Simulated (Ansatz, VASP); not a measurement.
**Re: VASP beside Ansatz**

The input INCAR:

```
SYSTEM = Re
AGGAC = 1.0 ; AGGAX = 1.0
ALDAC = 0.0 ; ALDAX = 1.0
ALGO = Normal ; EDIFF = 1E-6
ENCUT = 500 ; GGA = B5
GGA_COMPAT = .False. ; ISIF = 2
ISMEAR = -1 ; LASPH = .True.
LCHARG = .True. ; LELF = .True.
LREAL = .False. ; LVHAR = .True.
LWAVE = .False. ; NBANDS = 14
NELM = 120 ; PREC = Accurate
SIGMA = 0.1
```

The input KPOINTS:

```
k-points
0
Gamma
  16 16 16
  0 0 0
```

POSCAR

```
Re
1.0
   -1.5982490363      1.5982490363      1.5982490363
    1.5982490363     -1.5982490363      1.5982490363
    1.5982490363      1.5982490363     -1.5982490363
Re
1
Direct
    0.0000000000      0.0000000000      0.0000000000
```

Input for Ansatz:

```yaml
crystal:
  lattice:
    - [-1.5982490363, 1.5982490363, 1.5982490363]
    - [1.5982490363, -1.5982490363, 1.5982490363]
    - [1.5982490363, 1.5982490363, -1.5982490363]
  atoms:
    - { symbol: Re, position: [0.0, 0.0, 0.0] }
hamiltonian:
  xc: blyp
  pseudopotentials:
    kind: paw
    azcp:
      Re: "pseudopotentials/Re.paw.azcp"
basis:
  ecutwfc: 420
  fft_grid_basis: typed
kpoints:
  mp_grid: { grid: [16, 16, 16], shift: [0, 0, 0] }
magnetization:
  spin_polarized: false
scf:
  occupations: { method: fermi_dirac, width: 0.1 }
  lower_state_search: "off"
output:
  stress: true
```

Alike in both runs: task single point; functional BLYP; k mesh 16 × 16 × 16; occupations fermi-dirac, width 0.1 eV; no spin polarisation.

|  | VASP | Ansatz |
| --- | --- | --- |
| version | VASP 6.6.1 | Ansatz 0.2.0 |
| potentials or method | VASP PAW PBE potentials, release 64 (Re_sv_GW), cutoff 500 eV | plane waves (420 eV) with PAW, scalar-relativistic |
| valence electrons in the cell | 15 | 15 |

```csv
,VASP,Ansatz,Ansatz less VASP
pressure (GPa),-11.9,-11.1,+0.87
```

VASP's potentials were made for PBE, not for BLYP.

Neither program's run includes spin-orbit coupling.
